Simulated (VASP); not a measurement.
Here is a VASP 6.6.1 calculation.

File POSCAR:

```
SiO2
1.0
    0.0000000000      2.3277923538      2.2641691993
    2.3277923538      0.0000000000      2.2641691993
    2.3277923538      2.3277923538      0.0000000000
Si O
1 2
Direct
    0.0000000000      0.0000000000      0.0000000000
    0.2500000000      0.2500000000      0.2500000000
    0.7500000000      0.7500000000      0.7500000000
```

Contents of INCAR.step1:

```
SYSTEM = SiO2
PREC = Accurate
ENCUT = 520
EDIFF = 1E-5
ISMEAR = 0
SIGMA = 0.01
LREAL = .FALSE.
LASPH = .TRUE.
NELM = 60
ALGO = Normal
ISIF = 2
LWAVE = .TRUE.
GGA = PE
NBANDS = 15
```

File INCAR.step2:

```
SYSTEM = SiO2
PREC = Accurate
ENCUT = 520
EDIFF = 1E-6
ISMEAR = 0
SIGMA = 0.01
LREAL = .FALSE.
LASPH = .TRUE.
NELM = 60
ALGO = Normal
ISIF = 2
LWAVE = .FALSE.
LCHARG = .TRUE.
GGA = PE
LHFCALC = .TRUE.
HFSCREEN = 0.2079
PRECFOCK = Normal
LELF = .TRUE.
LVHAR = .TRUE.
ISTART = 1
NBANDS = 15
```

The input KPOINTS:

```
Automatic mesh
0
G
  6 6 6
  0 0 0
```

Potentials or basis: VASP PAW PBE potentials, release 64 (Si, O).

Launch:

```sh
$ cat potpaw_PBE.64/Si/POTCAR potpaw_PBE.64/O/POTCAR > POTCAR
$ cp INCAR.step1 INCAR
$ mpirun -np 1 vasp_std > vasp.out
$ cp INCAR.step2 INCAR
$ mpirun -np 1 vasp_std > vasp.out
```

**Question.** What does it give for the band gap on the k mesh?

**Answer.** 2.65 eV (least direct gap 2.88 eV).

**Question.** Predict the pressure.

**Answer.** -18.7 GPa.

Stress tensor (GPa, compression positive):
```
-28.02   0.00   0.00
  0.00 -28.02   0.00
  0.00   0.00   0.03
```

Caveat: the cell differs from its parent crystal (biaxial xy strain +2.8%); the cell stands under tension; the PAW data sets were made with another functional, which shifts forces and pressure a little. A k mesh can miss the band edges.
